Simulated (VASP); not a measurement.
# Ge (P6_3/mmc) in VASP: a series of runs

The runs below take Ge through electric field gradients, with PBE.

Program: VASP 6.6.1. These are calculated values, not measurements. Logs are shortened: lines on timing, memory, paths and dates and some standing lists are left out, and cuts for length are marked.

**1. The cell of the first run**

Symmetry: P6_3/mmc, No. 194, hexagonal system. The conventional cell has a = 3.878 Å, b = 3.878 Å, c = 6.599 Å, α = 90.00°, β = 90.00°, γ = 120.00°. Within 3.2 Å of Ge (site symmetry 3m) lie 4 Ge at 2.39 to 2.47 Å.

**2. Electric field gradients, PBE (equal xx and yy strain of -3 %)**

INCAR

```
SYSTEM = Ge
PREC     = Accurate       ! precision mode
ENCUT    = 520            ! plane-wave cutoff, eV
EDIFF    = 1E-8           ! SCF threshold, eV
ISMEAR   = -1             ! smearing method
SIGMA    = 0.05           ! smearing width, eV
LREAL    = .False.        ! projectors in reciprocal space
LASPH    = .True.         ! aspherical terms in the spheres
NELM     = 60             ! most SCF steps
ALGO     = Normal         ! electronic algorithm
ISIF     = 2              ! what is computed and relaxed
LWAVE    = .False.        ! write WAVECAR
LCHARG   = .False.        ! write CHGCAR
GGA      = PE             ! functional
LEFG     = .True.       
NBANDS   = 36             ! bands
```

KPOINTS

```
regular mesh
0
Gamma
  11 11 6
  0 0 0
```

POSCAR

```
Ge
1.0
    3.8776582678      0.0000000000      0.0000000000
   -1.9388291339      3.3581505672      0.0000000000
    0.0000000000      0.0000000000      6.5993779500
Ge
4
Direct
    0.6666666667      0.3333333333      0.0629012500
    0.3333333333      0.6666666667      0.5629012500
    0.6666666667      0.3333333333      0.4370987500
    0.3333333333      0.6666666667      0.9370987500
```

Potentials or basis: VASP PAW PBE potentials, release 64 (Ge_d).

Started as:

```bash
$ cat potpaw_PBE.64/Ge_d/POTCAR > POTCAR
$ mpirun -np 1 vasp_std > vasp.out
```

OUTCAR:

```text
SYSTEM = Ge
   PREC = Accurate
   ENCUT = 520
   EDIFF = 1E-8
   ISMEAR = -1
   LREAL = .False.
   LASPH = .True.
   NELM = 60
   ISIF = 2
   GGA = PE

 ion  position               nearest neighbor table
   1  0.667  0.333  0.063-   4 2.39   4 2.39   4 2.39   3 2.47
   2  0.333  0.667  0.563-   3 2.39   3 2.39   3 2.39   4 2.47
   3  0.667  0.333  0.437-   2 2.39   2 2.39   2 2.39   1 2.47
   4  0.333  0.667  0.937-   1 2.39   1 2.39   1 2.39   2 2.47

  LATTYP: Found a hexagonal cell.
 ALAT       =     3.8776582678
 C/A-ratio  =     1.7018977677

  Lattice vectors:

 A1 = (   3.8776582678,   0.0000000000,   0.0000000000)
 A2 = (  -1.9388291339,   3.3581505672,   0.0000000000)
 A3 = (   0.0000000000,   0.0000000000,   6.5993779500)

Analysis of symmetry for initial positions (statically):
=====================================================================
 Subroutine PRICEL returns:
 Original cell was already a primitive cell.

 Routine SETGRP: Setting up the symmetry group for a
 hexagonal supercell.

 Subroutine GETGRP returns: Found 24 space group operations
 (whereof 12 operations were pure point group operations)
 out of a pool of 24 trial point group operations.

The static configuration has the point symmetry D_3d.
 The point group associated with its full space group is D_6h.

Analysis of symmetry for dynamics (positions and initial velocities):
=====================================================================
 Subroutine PRICEL returns:
 Original cell was already a primitive cell.

 Routine SETGRP: Setting up the symmetry group for a
 hexagonal supercell.

 Subroutine GETGRP returns: Found 24 space group operations
 (whereof 12 operations were pure point group operations)
 out of a pool of 24 trial point group operations.

The dynamic configuration has the point symmetry D_3d.
 The point group associated with its full space group is D_6h.

 Subroutine INISYM returns: Found 24 space group operations
 (whereof 12 operations are pure point group operations),
 and found     1 'primitive' translations

----------------------------------------------------------------------------------------

                                     Primitive cell

  volume of cell :      85.9355

  direct lattice vectors                    reciprocal lattice vectors
     3.877658268  0.000000000  0.000000000     0.257887604  0.148891478  0.000000000
    -1.938829134  3.358150567  0.000000000     0.000000000  0.297782955  0.000000000
     0.000000000  0.000000000  6.599377950     0.000000000  0.000000000  0.151529433

  length of vectors
     3.877658268  3.877658268  6.599377950     0.297782955  0.297782955  0.151529433

  position of ions in fractional coordinates (direct lattice)
     0.666666667  0.333333333  0.062901250
     0.333333333  0.666666667  0.562901250
     0.666666667  0.333333333  0.437098750
     0.333333333  0.666666667  0.937098750

  ion indices of the primitive-cell ions
   primitive index   ion index
                 1           1
                 2           2
                 3           3
                 4           4

----------------------------------------------------------------------------------------

 KPOINTS: regular mesh

Automatic generation of k-mesh.
 Grid dimensions read from file:
 generate k-points for:   11   11    6

 Generating k-lattice:

  Cartesian coordinates                     Fractional coordinates (reciprocal lattice)
     0.023444328  0.013535589  0.000000000     0.090909091  0.000000000  0.000000000
     0.000000000  0.027071178  0.000000000     0.000000000  0.090909091  0.000000000
     0.000000000  0.000000000  0.025254906     0.000000000  0.000000000  0.166666667

  Length of vectors
     0.027071178  0.027071178  0.025254906

  Shift w.r.t. Gamma in fractional coordinates (k-lattice)
     0.000000000  0.000000000  0.000000000

 Subroutine IBZKPT returns following result:
 ===========================================

 Found     64 irreducible k-points:

 Following reciprocal coordinates:
            Coordinates               Weight
  0.000000  0.000000  0.000000      1.000000
  0.090909  0.000000  0.000000      6.000000
  0.181818  0.000000  0.000000      6.000000
  0.272727  0.000000  0.000000      6.000000
  0.363636  0.000000  0.000000      6.000000
  0.454545  0.000000  0.000000      6.000000
[... 16 lines left out ...]
  0.090909  0.090909  0.166667     12.000000
  0.181818  0.090909  0.166667     24.000000
 [... further k-points ...]
   k-points           NKPTS =     64   k-points in BZ     NKDIM =     64   number of bands    NBANDS=     36
   number of dos      NEDOS =    301   number of ions     NIONS =      4
   total plane-waves  NPLWV =  45000
   dimension x,y,z NGX =    30 NGY =   30 NGZ =   50
   dimension x,y,z NGXF=    60 NGYF=   60 NGZF=  100
   ions per type =               4
   NGX,Y,Z   is equivalent  to a cutoff of  12.86, 12.86, 12.60 a.u.
   NGXF,Y,Z  is equivalent  to a cutoff of  25.72, 25.72, 25.19 a.u.
 SYSTEM =  Ge
   PREC   = accura    normal or accurate (medium, high low for compatibility)
   ISTART =      0    job   : 0-new  1-cont  2-samecut
   ICHARG =      2    charge: 1-file 2-atom 10-const
   ISPIN  =      1    spin polarized calculation?
   LNONCOLLINEAR =      F non collinear calculations
   LSORBIT =      F    spin-orbit coupling
   LASPH  =      T    aspherical Exc in radial PAW
   ENCUT  =  520.0 eV  38.22 Ry    6.18 a.u.   7.21  7.21 12.27*2*pi/ulx,y,z
   NELM   =     60;   NELMIN=  2; NELMDL= -5     # of ELM steps
   EDIFF  = 0.1E-07   stopping-criterion for ELM
   LREAL  =      F    real-space projection
   EDIFFG = 0.1E-06   stopping-criterion for IOM
   NSW    =      0    number of steps for IOM
   IBRION =     -1    ionic relax: 0-MD 1-quasi-New 2-CG
   NFREE  =      0    steps in history (QN), initial steepest desc. (CG)
   ISIF   =      2    stress and relaxation
   ISYM   =      2    0-nonsym 1-usesym 2-fastsym
   POTIM  = 0.5000    time-step for ionic-motion
   TEBEG  =    0.0;   TEEND  =   0.0 temperature during run
   PSTRESS=    0.0 pullay stress
   NELECT =      56.0000    total number of electrons
   NUPDOWN=      -1.0000    fix difference up-down
   EMIN   =  10.00;   EMAX   =-10.00  energy-range for DOS
   EFERMI =   0.00;   METHOD = LEGACY
   ISMEAR =    -1;   SIGMA  =   0.05  broadening in eV -4-tet -1-fermi 0-gaus
   EFERMI_NEDOS =   21; number of points for ismear=-14 and -15
   IALGO  =     38    algorithm
   IMIX   =      4    mixing-type and parameters
     AMIX     =   0.40;   BMIX     =  1.00
     AMIX_MAG =   1.60;   BMIX_MAG =  1.00
  volume/ion in A,a.u.               =      21.48       144.98
  Fermi-wavevector in a.u.,A,eV,Ry     =   1.419319  2.682124 27.408470  2.014466
  Thomas-Fermi vector in A             =   2.540352
   LORBIT       =      0    0 simple, 1 ext, 2 COOP (PROOUT), +10 PAW based schemes
   GGA     = PE    functional components
   LHFCALC =     F    Hartree Fock is set to
   AEXX    =    0.0000 exact exchange contribution
   IVDW    =     0    specifies the selected vdW correction
   LEPSILON=     F    determine dielectric tensor
   LRPA    =     F    only Hartree local field effects (RPA)
 non-spin polarized calculation
  energy-cutoff  :      520.00
  volume of cell :       85.94
 maximum number of plane-waves:      2331
 NGX is ok and might be reduce to    30
   NGX = 15   NGY = 15   NGZ = 25

 number of electron      55.9999948 magnetization

 Free energy of the ion-electron system (eV)
  ---------------------------------------------------
  ext. energy  EPLUGINS =         0.00000000
  ---------------------------------------------------
  free energy    TOTEN  =       -17.75327072 eV

  energy without entropy =      -17.75238818  energy(sigma->0) =      -17.75282945

 E-fermi :   5.7269     XC(G=0): -10.1746

 val. band max:        5.7123448942   @ k =   0.0000   0.0000   0.0000
 cond. band min:       5.8623371319   @ k =   0.4545   0.0000   0.3333
 fundamental gap:      0.1499922377
 Fermi energy:         5.7269322708

 k-point     1 :       0.0000    0.0000    0.0000
  band No.  band energies     occupation
      1     -19.4375      2.00000
      2     -19.4375      2.00000
      3     -19.3988      2.00000
      4     -19.3988      2.00000
      5     -19.3613      2.00000
      6     -19.3560      2.00000
[... 28 lines left out ...]
     35      10.2501      0.00000
     36      11.9172      0.00000
[... 866 lines left out ...]
      6     -19.3424      2.00000
[... 28 lines left out ...]
     35      11.7340      0.00000
     36      12.5245      0.00000

 [... further k-points ...]
[... 5 lines left out ...]
  --------------------------------------------------------------------------------------
  -------------------------------------------------------------------------------------
  Total        5.4546123      5.4546123      2.0321196      0.0000000     -0.0000000     -0.0000000
  in kB      101.6955090    101.6955090     37.8867316      0.0000000     -0.0000000     -0.0000000
  external PRESSURE =      80.4259165 kB  Pullay stress =       0.0000000 kB

 VOLUME and BASIS-vectors are now :
 -----------------------------------------------------------------------------
  energy-cutoff  :      520.00
  volume of cell :       85.94
      direct lattice vectors                 reciprocal lattice vectors
     3.877658268  0.000000000  0.000000000     0.257887604  0.148891478  0.000000000
    -1.938829134  3.358150567  0.000000000     0.000000000  0.297782955  0.000000000
     0.000000000  0.000000000  6.599377950     0.000000000  0.000000000  0.151529433

 POSITION                                       TOTAL-FORCE (eV/Angst)
 -----------------------------------------------------------------------------------
      1.93883      1.11938      0.41511         0.000000     -0.000000      0.380047
     -0.00000      2.23877      3.71480        -0.000000      0.000000      0.380047
      1.93883      1.11938      2.88458         0.000000     -0.000000     -0.380047
     -0.00000      2.23877      6.18427        -0.000000      0.000000     -0.380047
 -----------------------------------------------------------------------------------
    total drift:                               -0.000000      0.000000      0.000000

  FREE ENERGIE OF THE ION-ELECTRON SYSTEM (eV)
  ---------------------------------------------------
  free  energy   TOTEN  =       -17.7532707230 eV

  energy  without entropy=      -17.7523881835  energy(sigma->0) =      -17.75282945

 Electric field gradients (V/A^2)
---------------------------------------------------------------------
 ion       V_xx      V_yy      V_zz      V_xy      V_xz      V_yz
---------------------------------------------------------------------
   1     -14.809   -14.804    29.612     0.004    -0.000     0.000
   2     -14.809   -14.804    29.612     0.004     0.000    -0.000
   3     -14.809   -14.804    29.612     0.004     0.000    -0.000
   4     -14.809   -14.804    29.612     0.004    -0.000     0.000
---------------------------------------------------------------------

 Electric field gradients after diagonalization (V/A^2)
 (convention: |V_zz| > |V_xx| > |V_yy|)
----------------------------------------------------------------------
 ion       V_xx      V_yy      V_zz     asymmetry (V_yy - V_xx)/ V_zz
----------------------------------------------------------------------
   1     -14.811   -14.801    29.612       0.000
   2     -14.811   -14.801    29.612       0.000
   3     -14.811   -14.801    29.612       0.000
   4     -14.811   -14.801    29.612       0.000
----------------------------------------------------------------------

           NMR quadrupolar parameters

 Cq : quadrupolar parameter    Cq=e*Q*V_zz/h
 eta: asymmetry parameters     (V_yy - V_xx)/ V_zz
 Q  : nuclear electric quadrupole moment in mb (millibarn)
----------------------------------------------------------------------
 ion       Cq(MHz)       eta       Q (mb)
----------------------------------------------------------------------
   1       0.072       0.000       1.000
   2       0.072       0.000       1.000
   3       0.072       0.000       1.000
   4       0.072       0.000       1.000
----------------------------------------------------------------------
```

Run time: 3.4 min. Hardware: 1 thread of Intel Xeon Platinum 8259CL at 2.50GHz (Skylake/Cascade Lake), shared host; peak memory 0.28 GiB.

What came out:

| Quantity | Value |
| --- | --- |
| Free energy | -17.7533 eV |
| Pressure | 8.0 GPa |
| Largest force | 0.380 eV/Å |
| Band gap on the k mesh | 0.15 eV, indirect (least direct gap 0.25 eV) |

Forces on the atoms (eV/Å):
```
Ge   0.000  0.000  0.380
Ge   0.000  0.000  0.380
Ge   0.000  0.000 -0.380
Ge   0.000  0.000 -0.380
```

Stress tensor (GPa, compression positive):
```
10.17  0.00  0.00
 0.00 10.17  0.00
 0.00  0.00  3.79
```

Levels at points of the mesh, in eV from the valence-band top:
```csv
k point,band 25,band 26,band 27,band 28,band 29,band 30,band 31,band 32
"(0.00, 0.00, 0.00)",-1.55,-0.36,0.00,0.00,0.25,0.26,2.31,2.31
"(0.00, 0.00, 0.50)",-0.94,-0.94,-0.94,-0.94,0.99,0.99,3.38,3.38
```

Electric field gradients, principal values (V/Å²):
```tsv
atom	least	middle	greatest (by size)
1 Ge	-14.801	-14.811	29.612
2 Ge	-14.801	-14.811	29.612
3 Ge	-14.801	-14.811	29.612
4 Ge	-14.801	-14.811	29.612
```

Caveat: the cell differs from its parent crystal (equal xx and yy strain of -3 %); without QUAD_EFG the Cq values of the log hold for a quadrupole moment of 1 mb, not for the nuclei. A k mesh can miss the band edges.

**3. Electric field gradients, PBE (equal xx and yy strain of +2 %)**

INCAR

```
  PREC = Accurate
  ENCUT = 520
  EDIFF = 1E-8
  ISMEAR = -1
  SIGMA = 0.05
  LREAL = F
  LASPH = T
  NELM = 100
  ALGO = Normal
  ISIF = 2
  LWAVE = F
  LCHARG = F
  GGA = PE
  LEFG = T
  NBANDS = 36
```

KPOINTS

```
regular mesh
0
Gamma
  11 11 6
```

POSCAR, as its differences from that of step 2:

```diff
@@ -2,4 +2,4 @@
 1.0
-    3.8776582678      0.0000000000      0.0000000000
-   -1.9388291339      3.3581505672      0.0000000000
+    4.0775375600      0.0000000000      0.0000000000
+   -2.0387687800      3.5312511118      0.0000000000
     0.0000000000      0.0000000000      6.5993779500
```

Potentials or basis: VASP PAW PBE potentials, release 64 (Ge_d).

Started as:

```bash
$ cat potpaw_PBE.64/Ge_d/POTCAR > POTCAR
$ mpirun -np 1 vasp_std > vasp.out
```

OUTCAR:

```text
PREC = Accurate
   ENCUT = 520
   EDIFF = 1E-8
   ISMEAR = -1
   LREAL = F
   LASPH = T
   NELM = 100
   ISIF = 2
   GGA = PE

 ion  position               nearest neighbor table
   1  0.667  0.333  0.063-   3 2.47   4 2.50   4 2.50   4 2.50
   2  0.333  0.667  0.563-   4 2.47   3 2.50   3 2.50   3 2.50
   3  0.667  0.333  0.437-   1 2.47   2 2.50   2 2.50   2 2.50
   4  0.333  0.667  0.937-   2 2.47   1 2.50   1 2.50   1 2.50

  LATTYP: Found a hexagonal cell.
 ALAT       =     4.0775375600
 C/A-ratio  =     1.6184714066

[... 1165 lines left out ...]
---------------------------------------------------------------------
 ion       V_xx      V_yy      V_zz      V_xy      V_xz      V_yz
---------------------------------------------------------------------
   1       2.681     2.673    -5.355    -0.007     0.000    -0.000
   2       2.681     2.673    -5.355    -0.007    -0.000     0.000
   3       2.681     2.673    -5.355    -0.007    -0.000     0.000
   4       2.681     2.673    -5.355    -0.007     0.000    -0.000
---------------------------------------------------------------------

 Electric field gradients after diagonalization (V/A^2)
 (convention: |V_zz| > |V_xx| > |V_yy|)
----------------------------------------------------------------------
 ion       V_xx      V_yy      V_zz     asymmetry (V_yy - V_xx)/ V_zz
----------------------------------------------------------------------
   1       2.685     2.670    -5.355       0.003
   2       2.685     2.670    -5.355       0.003
   3       2.685     2.670    -5.355       0.003
   4       2.685     2.670    -5.355       0.003
----------------------------------------------------------------------

           NMR quadrupolar parameters

 Cq : quadrupolar parameter    Cq=e*Q*V_zz/h
 eta: asymmetry parameters     (V_yy - V_xx)/ V_zz
 Q  : nuclear electric quadrupole moment in mb (millibarn)
----------------------------------------------------------------------
 ion       Cq(MHz)       eta       Q (mb)
----------------------------------------------------------------------
   1      -0.013       0.003       1.000
   2      -0.013       0.003       1.000
   3      -0.013       0.003       1.000
   4      -0.013       0.003       1.000
----------------------------------------------------------------------
```

stdout:

```text
POSCAR found type information on POSCAR Ge
 POSCAR found :  1 types and       4 ions
 scaLAPACK will be used
 LDA part: xc-table for (Slater+PW92), standard interpolation
 POSCAR, INCAR and KPOINTS ok, starting setup
 FFT: planning ... GRIDC
 FFT: planning ... GRID_SOFT
 FFT: planning ... GRID
 WAVECAR not read
 entering main loop
ion   1

ion   2

ion   3

ion   4
```

Wall time 2.7 min (1 thread of Intel Xeon Platinum 8259CL at 2.50GHz (Skylake/Cascade Lake), shared host); peak memory 0.3 GiB.

What came out:

- Free energy: -17.9904 eV
- Pressure: 0.3 GPa
- Largest force: 0.183 eV/Å
- Band gap on the k mesh: zero (band 28 reaches 4.53 eV, above the bottom of band 29 at 4.52 eV)

Forces on the atoms (eV/Å):
```
Ge   0.000  0.000 -0.183
Ge   0.000  0.000 -0.183
Ge   0.000  0.000  0.183
Ge   0.000  0.000  0.183
```

Levels at points of the mesh, in eV from the Fermi level:
```
           k point  band 24  band 25  band 26  band 27  band 28  band 29  band 30  band 31  band 32  band 33
(0.00, 0.00, 0.00)    -1.50    -1.50    -0.33    -0.32    -0.13     0.13     0.13     2.17     2.17     2.93
(0.00, 0.00, 0.50)    -4.71    -0.87    -0.87    -0.87    -0.87     0.47     0.47     3.29     3.29     3.29
```

Electric field gradients, principal values (V/Å²):
```
atom  least  middle  greatest (by size)
1 Ge  2.670   2.685              -5.355
2 Ge  2.670   2.685              -5.355
3 Ge  2.670   2.685              -5.355
4 Ge  2.670   2.685              -5.355
```

Caveat: the cell differs from its parent crystal (equal xx and yy strain of +2 %); without QUAD_EFG the Cq values of the log hold for a quadrupole moment of 1 mb, not for the nuclei.
